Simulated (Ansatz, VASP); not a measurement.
## HfO2: VASP beside Ansatz

```
Hf O
1.0
     0.00000    2.55750    2.63422
     2.55750    0.00000    2.63422
     2.55750    2.55750    0.00000
Hf O
1 2
Cartesian
  0.0000 0.0000 0.0000
  1.2788 1.2788 1.3171
  3.8363 3.8363 3.9513
```

Change from the starting cell: z stretched by +3 %, ions relaxed.

Alike in both runs: functional PBE; k mesh 10 × 10 × 10; occupations fermi-dirac, width 0.02 eV; no spin polarisation.

Ansatz relaxed the structure, and its values are those at the end. VASP's run is a single point on that final structure, the one shown.

|  | VASP | Ansatz |
| --- | --- | --- |
| version | VASP 6.6.1 | Ansatz 0.2.0 |
| potentials or method | VASP PAW PBE potentials, release 64 (Hf_pv, O) | plane-wave PAW, scalar-relativistic |
| plane-wave cutoff (eV) | 520 | 420 |
| valence electrons in the cell | 22 | 38 |

Ansatz gave:

| Item | Value |
| --- | --- |
| gap on the k mesh at the Fermi level (eV) | 3.45 |
| pressure (GPa) | -9.0 |

Task: Which values does VASP return?

Result: gap on the k mesh at the Fermi level (eV): 3.44; pressure (GPa): -12.2.

VASP's potentials hold 22 valence electrons a cell and Ansatz's 38, so a difference there can come from the potentials and not from the codes. Ansatz's warnings: stress scf threshold loose.

Spin-orbit coupling is off throughout.
